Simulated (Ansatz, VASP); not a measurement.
# Two plane-wave programs on PtSeS4

File INCAR:

```
PREC = Accurate ; ENCUT = 520
EDIFF = 1E-6 ; ISMEAR = 0
SIGMA = 0.1 ; LREAL = F
LASPH = T ; NELM = 150
ALGO = Normal ; ISIF = 2
LWAVE = F ; LCHARG = F
ISPIN = 2 ; MAGMOM = 1 0 0 0 0 0
LORBIT = 11 ; LMAXMIX = 4
GGA = PE ; NBANDS = 33
```

The input KPOINTS:

```
regular mesh
0
Gamma
  4 4 4
```

POSCAR

```
PtSeS4
1.0
   -3.2232746700      3.2232746700      2.7663179500
    3.2232746700     -3.2232746700      2.7663179500
    3.2232746700      3.2232746700     -2.7663179500
Pt Se S
1 1 4
Direct
    0.0000000000      0.0000000000      0.0000000000
    0.5000000000      0.5000000000      0.0000000000
    0.9157789900      0.4157789900      0.8315579900
    0.5842210100      0.0842210100      0.1684420100
    0.0842210100      0.9157789900      0.5000000000
    0.4157789900      0.5842210100      0.5000000000
```

Input for Ansatz:

```yaml
crystal:
  lattice:
    - [-3.22327467, 3.22327467, 2.76631795]
    - [3.22327467, -3.22327467, 2.76631795]
    - [3.22327467, 3.22327467, -2.76631795]
  atoms:
    - { symbol: Pt, position: [0.0, 0.0, 0.0], spin: 1.0 }
    - { symbol: Se, position: [0.5, 0.5, 0.0] }
    - { symbol: S, position: [0.91577899, 0.41577899, 0.83155799] }
    - { symbol: S, position: [0.58422101, 0.08422101, 0.16844201] }
    - { symbol: S, position: [0.08422101, 0.91577899, 0.5] }
    - { symbol: S, position: [0.41577899, 0.58422101, 0.5] }
basis:
  ecutwfc: 420
kpoints:
  mp_grid: { grid: [4, 4, 4] }
hamiltonian:
  xc: pbe
scf:
  occupations: { method: gaussian, width: 0.1 }
  lower_state_search: "off"
output:
  forces: true
  stress: true
  eigenvalues: true
  populations: true
magnetization:
  spin_polarized: true
```

Change from the starting cell: species swapped into the FeCoSn4 type (I422, No. 97).

Alike in both runs: task single point; functional PBE; k mesh 4 × 4 × 4; occupations gaussian, width 0.1 eV; collinear spin.

|  | VASP | Ansatz |
| --- | --- | --- |
| version | VASP 6.6.1 | Ansatz 0.2.0 |
| potentials or method | VASP PAW PBE potentials, release 64 (Pt, Se, S), cutoff 520 eV | scalar-relativistic, plane waves, PAW |
| valence electrons in the cell | 40 | 58 |

Ansatz gave:

| Property | Result |
| --- | --- |
| gap on the k mesh at the Fermi level (eV) | none |
| pressure (GPa) | -5.6 |
| traceless stress, the component that is largest in VASP (GPa) | 8.49 |
| rms of the force components (eV/Å) | 0.076 |
| net moment per atom (μB) | 0.00 |

Q: Which values does VASP return?

A: gap on the k mesh at the Fermi level (eV): none; pressure (GPa): -5.7; traceless stress, the component that is largest in VASP (GPa): 8.46; rms of the force components (eV/Å): 0.080; net moment per atom (μB): 0.00.

Atom by atom the forces differ by 0.004 eV/Å (rms over components). A gap of «none» marks a metal or a gap that the smearing closes. The functional is the same, so the differences come from potentials, cutoffs and numerics. VASP's potentials hold 40 valence electrons a cell and Ansatz's 58, so a difference there can come from the potentials and not from the codes. Ansatz's warnings: seeded moment not kept.

The k mesh is coarse, so the values compare programs but aren't converged. Spin-orbit coupling is off throughout.
